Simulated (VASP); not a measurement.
# H4C in VASP: a series of runs, part 2 of 2

VASP 6.6.1. Earlier steps stand in the parts before.

## 3. Single point, PBEsol

INCAR reads:

```
PREC     = Accurate       # precision mode
ENCUT    = 520            # plane-wave cutoff, eV
EDIFF    = 1E-6           # SCF threshold, eV
ISMEAR   = -1             # smearing method
SIGMA    = 0.05           # smearing width, eV
LREAL    = Auto         
LASPH    = T              # aspherical terms in the spheres
NELM     = 100            # most SCF steps
ALGO     = Normal         # electronic algorithm
ISIF     = 2              # what is computed and relaxed
LWAVE    = F              # write WAVECAR
LCHARG   = F              # write CHGCAR
GGA      = PS             # functional
NBANDS   = 58             # bands
```

KPOINTS reads:

```
Automatic mesh
0
Gamma
  1 1 1
```

POSCAR reads:

```
H4C
1.0
    7.3876590000      0.0000000000      0.0000000000
    0.0000000000      7.3876590000      0.0000000000
    0.0000000000      0.0000000000      7.3876590000
C H
8 32
Direct
    0.4166407789      0.6883777391      0.7445660391
   -0.0998015745      0.7768225361      0.4928218804
    0.8950061176      0.4235035754      0.9925742377
    0.2150748972      0.1866220409      0.6730819601
    0.6473769296      0.9610757616      0.0751117506
    0.7155040589      0.3128866668      0.4521730091
    0.1716240557      1.0626099553      0.1889908562
    0.3660158110      0.5293557810      0.1977622411
    0.3221182786      0.6213199608      0.8512845544
    0.5384384959      0.7219066283      0.8109876214
    0.3451431638      0.8186625831      0.7078832415
    0.4393543340      0.6008669323      0.6277902107
   -0.2192034039      0.7916310160      0.5883054429
   -0.1449308908      0.8039082475      0.3586927875
   -0.0441276458      0.6416647005      0.5156031160
    0.0085141992      0.8703433659      0.5372879284
    0.9487849940      0.4922669008      1.1173634300
    0.9534143360      0.2874658941      0.9842766159
    0.9230799635      0.4925646947      0.8566313091
    0.7425356260      0.4108608695      1.0028752004
    0.2958447324      0.1657629298      0.5454231171
    0.3046161172      0.1619728252      0.7875295814
    0.0938998403      0.0943736033      0.6695084329
    0.1706088492      0.3275733219      0.6942930095
    0.6941170403      0.8480088212     -0.0111943445
    0.5715071581      1.0493581255     -0.0157424700
    0.7628397575      1.0221776614      0.1385012492
    0.5667018470      0.9096250923      0.1882869797
    0.7828867034      0.1838877512      0.4068406514
    0.6164198970      0.2810362525      0.5561707707
    0.6549571387      0.3802963835      0.3399859143
    0.8234272860      0.4096967659      0.4965307684
    0.0510445867      0.9888112053      0.2006995721
    0.1471102009      1.2108571876      0.2122593910
    0.2302353154      1.0527692196      0.0504760710
    0.2661465560      1.0134062766      0.2899836064
    0.4654925193      0.4785548440      0.1014665133
    0.3901371192      0.4698917478      0.3331501901
    0.2240899316      0.5277855949      0.1501693568
    0.4182380372      0.6746250741      0.2079278429
```

Potentials or basis: VASP PAW PBE potentials, release 64 (C, H).

The run is started by

```bash
cat potpaw_PBE.64/C/POTCAR potpaw_PBE.64/H/POTCAR > POTCAR
mpirun -np 1 vasp_gam > vasp.out
```

OUTCAR:

```text
PREC = Accurate
   ENCUT = 520
   EDIFF = 1E-6
   ISMEAR = -1
   LREAL = Auto
   LASPH = T
   NELM = 100
   ISIF = 2
   GGA = PS

 ion  position               nearest neighbor table
   1  0.417  0.688  0.745-  10 1.05  12 1.09  11 1.13   9 1.16
   2  0.900  0.777  0.493-  14 1.06  15 1.09  16 1.11  13 1.13
   3  0.895  0.424  0.993-  18 1.10  17 1.13  20 1.13  19 1.15
   4  0.215  0.187  0.673-  22 1.09  24 1.10  23 1.13  21 1.13
   5  0.647  0.961  0.075-  27 1.07  26 1.09  28 1.09  25 1.11
   6  0.716  0.313  0.452-  31 1.07  30 1.09  32 1.12  29 1.13
   7  0.172  0.063  0.189-  33 1.05  36 1.08  35 1.11  34 1.12
   8  0.366  0.529  0.198-  37 1.09  39 1.11  38 1.11  40 1.14
   9  0.322  0.621  0.851-   1 1.16
  10  0.538  0.722  0.811-   1 1.05
  11  0.345  0.819  0.708-   1 1.13
  12  0.439  0.601  0.628-   1 1.09
  13  0.781  0.792  0.588-   2 1.13
  14  0.855  0.804  0.359-   2 1.06
[... 24 lines left out ...]
  39  0.224  0.528  0.150-   8 1.11
  40  0.418  0.675  0.208-   8 1.14

  LATTYP: Found a simple cubic cell.
 ALAT       =     7.3876590000

  Lattice vectors:

[... 235 lines left out ...]
 Fermi energy:        -4.5042910513

 k-point     1 :       0.0000    0.0000    0.0000
  band No.  band energies     occupation
      1     -14.8073      2.00000
      2     -14.4151      2.00000
      3     -14.3758      2.00000
      4     -14.3472      2.00000
      5     -14.2458      2.00000
      6     -14.1914      2.00000
[... 36 lines left out ...]
     43       4.5122      0.00000
     44       4.5934      0.00000
 [bands above 44 left out]

------------------------ aborting loop because EDIFF is reached ----------------------------------------

  FORCE on cell =-STRESS in cart. coord.  units (eV):
  Direction    XX          YY          ZZ          XY          YZ          ZX
  --------------------------------------------------------------------------------------
  -------------------------------------------------------------------------------------
  Total        0.3999287     -0.7834023     -1.0076270      0.1595549     -0.1410957      3.2714164
  in kB        1.5891783     -3.1129699     -4.0039610      0.6340159     -0.5606655     12.9994770
  external PRESSURE =      -1.8425842 kB  Pullay stress =       0.0000000 kB

 VOLUME and BASIS-vectors are now :
 -----------------------------------------------------------------------------
  energy-cutoff  :      520.00
  volume of cell :      403.20
      direct lattice vectors                 reciprocal lattice vectors
     7.387659000  0.000000000  0.000000000     0.135360877  0.000000000  0.000000000
     0.000000000  7.387659000  0.000000000     0.000000000  0.135360877  0.000000000
     0.000000000  0.000000000  7.387659000     0.000000000  0.000000000  0.135360877

 POSITION                                       TOTAL-FORCE (eV/Angst)
 -----------------------------------------------------------------------------------
      3.07800      5.08550      5.50060        -2.926311      0.083261      0.700027
      6.65036      5.73890      3.64080        -0.180937      0.193960      2.352800
      6.61200      3.12870      7.33280        -0.753069      0.458385     -0.662025
      1.58890      1.37870      4.97250        -0.131533     -0.159639     -0.679084
      4.78260      7.10010      0.55490        -0.113468     -0.955918     -0.364791
      5.28590      2.31150      3.34050         1.745904     -0.584305      0.218771
[... 32 lines left out ...]
      1.65550      3.89910      1.10940         0.436995     -0.127765      0.143584
      3.08980      4.98390      1.53610        -0.835312     -0.813299      0.081905
 -----------------------------------------------------------------------------------
    total drift:                                0.002877     -0.005690     -0.024198

  FREE ENERGIE OF THE ION-ELECTRON SYSTEM (eV)
  ---------------------------------------------------
  free  energy   TOTEN  =      -190.6051340407 eV

  energy  without entropy=     -190.6051340407  energy(sigma->0) =     -190.60513404
```

stdout:

```text
POSCAR found type information on POSCAR C H
 POSCAR found :  2 types and      40 ions
 scaLAPACK will be used
 -----------------------------------------------------------------------------
|                                                                             |
|                                                                             |
|     You enforced a specific xc type in the INCAR file but a different       |
|     I HOPE YOU KNOW WHAT YOU ARE DOING!                                     |
|                                                                             |
 -----------------------------------------------------------------------------

 LDA part: xc-table for (Slater+PW92), standard interpolation
 POSCAR, INCAR and KPOINTS ok, starting setup
 FFT: planning ... GRIDC
 FFT: planning ... GRID_SOFT
 FFT: planning ... GRID
 WAVECAR not read
 entering main loop
```

Wall time 31 s (1 thread of Intel Xeon 6975P-C (Granite Rapids), shared host); peak memory 0.37 GiB.

Results:

```
Free energy            : -190.6051 eV
Pressure               : -0.2 GPa
Largest force          : 3.010 eV/Å
Band gap on the k mesh : 7.01 eV
```

Forces in eV/Å, atoms in the order of the input:
```
C   -2.926  0.083  0.700
C   -0.181  0.194  2.353
C   -0.753  0.458 -0.662
C   -0.132 -0.160 -0.679
C   -0.113 -0.956 -0.365
C    1.746 -0.584  0.219
C    1.337  1.883 -0.743
C    0.886  1.757  0.589
H    1.076  0.505 -1.266
H    1.355  0.257  0.621
H    0.515 -0.790 -0.085
H   -0.053 -0.039 -0.112
H    0.736 -0.013 -0.590
H   -0.149  0.010 -1.108
H   -0.030 -0.248 -0.378
H   -0.312  0.059 -0.263
H   -0.264 -0.079 -0.903
H   -0.023 -0.123  0.053
H   -0.005 -0.207  1.377
H    0.951  0.023  0.030
H   -0.557  0.421  0.676
H    0.093 -0.463  0.295
H    0.707  0.486  0.241
H   -0.059 -0.104 -0.494
H    0.039 -0.013  0.351
H   -0.113  0.406  0.219
H    0.692  0.740 -0.032
H   -0.394 -0.103 -0.203
H   -0.405  0.704  0.169
H   -0.138  0.117  0.358
H   -0.668  0.195 -0.937
H   -0.496 -0.605  0.278
H   -1.524 -0.855  0.014
H   -0.006 -0.773  0.072
H   -0.210 -0.254  0.533
H    0.372 -0.138  0.174
H   -0.184 -0.726 -0.318
H   -0.414 -0.125 -0.409
H    0.437 -0.128  0.144
H   -0.835 -0.813  0.082
```

Caveat: the k points lie up to 0.85 Å⁻¹ apart; the PAW data sets were made with another functional, which shifts forces and pressure a little.

## 4. Relaxation of the atoms, PBEsol

INCAR reads:

```
PREC = Accurate
ENCUT = 520
EDIFF = 1E-6
ISMEAR = -1
SIGMA = 0.05
LREAL = Auto
LASPH = True
NELM = 80
ALGO = Normal
ISIF = 2
LWAVE = False
LCHARG = False
GGA = PS
IBRION = 2
NSW = 35
EDIFFG = -0.3
```

KPOINTS is that of step 3.

POSCAR reads:

```
H4C
1.0
    7.3876590000      0.0000000000      0.0000000000
    0.0000000000      7.3876590000      0.0000000000
    0.0000000000      0.0000000000      7.3876590000
C H
8 32
Direct
    0.4856674000      0.7224162000      0.7185202000
    0.0877956000      0.9254442000      0.5475221000
    0.8430994000      0.2267488000      0.8939283000
    0.2838239000      0.3506881000      0.7925224000
    0.6430460000      0.9530820000      0.0879334000
    0.6759307000      0.2406691000      0.4776045000
    0.1181996000      0.9758201000      0.1048470000
    0.3418868000      0.6066325000      0.2035377000
    0.4043907000      0.8030466000      0.8115174000
    0.5614786000      0.6212524000      0.7945082000
    0.5796123000      0.8103403000      0.6464138000
    0.3971878000      0.6550256000      0.6216413000
    0.1478437000      1.0552769000      0.5834851000
    0.0708669000      0.8437297000      0.6691436000
    0.1762030000      0.8549306000      0.4528247000
   -0.0437311000      0.9478396000      0.4846350000
    0.9899651000      0.2340858000      0.8824267000
    0.8041886000      0.2393805000      1.0356394000
    0.7960798000      0.0971928000      0.8413923000
    0.7821642000      0.3363360000      0.8162548000
    0.2919063000      0.4817255000      0.8597498000
    0.3038943000      0.2432784000      0.8915980000
    0.3883712000      0.3420949000      0.6888321000
    0.1511241000      0.3356537000      0.7299097000
    0.7474912000      1.0010307000      0.1803875000
    0.5496246000      0.8651094000      0.1606583000
    0.7057632000      0.8777830000     -0.0223039000
    0.5693052000      1.0684047000      0.0329918000
    0.7638582000      0.3466680000      0.4247971000
    0.6837980000      0.2391015000      0.6248841000
    0.7192092000      0.1099794000      0.4246628000
    0.5368575000      0.2669274000      0.4360740000
    0.0928561000      0.8553722000      0.1861222000
    0.2625125000      1.0062923000      0.1057800000
    0.0435136000      1.0898132000      0.1612671000
    0.0739161000      0.9518027000     -0.0337812000
    0.3286794000      0.5844277000      0.3487553000
    0.2550341000      0.5118647000      0.1312099000
    0.4821490000      0.5854562000      0.1631183000
    0.3016847000      0.7447813000      0.1710673000
```

The run is started by

```bash
cat potpaw_PBE.64/C/POTCAR potpaw_PBE.64/H/POTCAR > POTCAR
mpirun -np 1 vasp_gam > vasp.out
```

Wall time 1.7 min (1 thread of Intel Xeon 6975P-C (Granite Rapids), shared host); peak memory 0.42 GiB.

It converged, with:

- Free energy: -190.5048 eV
- Energy gained by relaxing: 2.5 meV/atom
- Ionic steps: 6
- Pressure after relaxing: 1.4 GPa
- Largest force after relaxing: 0.300 eV/Å
- Band gap on the k mesh: 6.83 eV

Forces in eV/Å, atoms in the order of the input:
```
C    0.050  0.043 -0.077
C   -0.007 -0.106  0.052
C    0.150  0.250  0.071
C    0.005  0.049 -0.114
C   -0.099 -0.152  0.194
C   -0.105 -0.013  0.061
C   -0.065  0.029 -0.032
C    0.013 -0.064  0.059
H    0.105 -0.020 -0.084
H    0.004  0.147 -0.094
H   -0.081 -0.039  0.082
H    0.151  0.123  0.073
H   -0.052 -0.091  0.027
H   -0.007  0.086 -0.110
H   -0.073  0.043  0.135
H    0.104 -0.041  0.069
H   -0.102  0.116  0.038
H    0.046  0.090 -0.049
H   -0.008  0.099 -0.047
H    0.099  0.084  0.087
H   -0.004 -0.144 -0.072
H   -0.055  0.013 -0.099
H   -0.036 -0.025  0.114
H    0.170  0.001 -0.044
H   -0.104 -0.093 -0.024
H    0.144  0.071 -0.038
H   -0.081 -0.084  0.061
H   -0.062 -0.126  0.071
H   -0.070 -0.047 -0.033
H   -0.116  0.025 -0.223
H   -0.059  0.075 -0.053
H    0.100 -0.001 -0.118
H   -0.066  0.098 -0.051
H   -0.083 -0.008  0.036
H    0.031  0.035 -0.067
H    0.040  0.107  0.071
H    0.052 -0.084 -0.087
H    0.053 -0.067  0.108
H   -0.068 -0.199  0.076
H    0.089 -0.179  0.032
```

Stress tensor (GPa, compression positive):
```
 1.45  0.28  0.03
 0.28  1.25 -0.38
 0.03 -0.38  1.62
```

The path:
```tsv
step	energy change (eV)	largest force (eV/Å)	pressure (GPa)
1	0.0000	0.5295	2.90
2	-0.0248	0.8242	1.49
3	-0.0370	0.5058	1.99
4	-0.0602	0.5990	1.17
5	-0.0625	0.3972	1.36
6	-0.1013	0.2998	1.44
```

Final structure:
```
C H
1.0
     7.38766    0.00000    0.00000
     0.00000    7.38766    0.00000
     0.00000    0.00000    7.38766
C H
8 32
Direct
  0.48724 0.72405 0.71789
  0.08736 0.92494 0.54877
  0.84409 0.23072 0.89409
  0.28434 0.34953 0.79157
  0.64087 0.95032 0.09000
  0.67448 0.24144 0.47495
  0.11775 0.97745 0.10407
  0.34322 0.60247 0.20500
  0.40411 0.80432 0.81234
  0.56286 0.62089 0.79477
  0.58169 0.81363 0.64458
  0.39771 0.65526 0.62062
  0.14830 0.05636 0.58410
  0.07037 0.84170 0.67123
  0.17727 0.85400 0.45362
  0.95501 0.94778 0.48407
  0.99151 0.23533 0.88305
  0.80511 0.24137 0.03669
  0.79793 0.10015 0.84100
  0.78265 0.34182 0.81680
  0.29131 0.48165 0.85960
  0.30333 0.24129 0.89247
  0.39068 0.34173 0.68762
  0.15094 0.33646 0.72677
  0.74758 0.00030 0.18047
  0.54756 0.86136 0.16406
  0.70510 0.87611 0.97834
  0.56804 0.06713 0.03375
  0.76491 0.34830 0.42374
  0.68167 0.23839 0.62305
  0.71860 0.10870 0.42432
  0.53400 0.26731 0.43275
  0.08905 0.85710 0.18579
  0.26325 0.00725 0.10662
  0.04288 0.09186 0.16175
  0.07355 0.95262 0.96465
  0.32865 0.58302 0.35184
  0.25329 0.50963 0.13140
  0.48459 0.58226 0.16288
  0.30438 0.74153 0.17101
```

Levels at points of the mesh, in eV from the valence-band top:
```
           k point  band 28  band 29  band 30  band 31  band 32  band 33  band 34  band 35  band 36  band 37
(0.00, 0.00, 0.00)    -0.53    -0.44    -0.39    -0.03     0.00     6.83     8.82     8.87     9.04     9.17
```

Caveat: the k points lie up to 0.85 Å⁻¹ apart; the PAW data sets were made with another functional, which shifts forces and pressure a little; the relaxation stopped at a loose force limit of 0.3 eV/Å, so its end isn't a converged minimum.
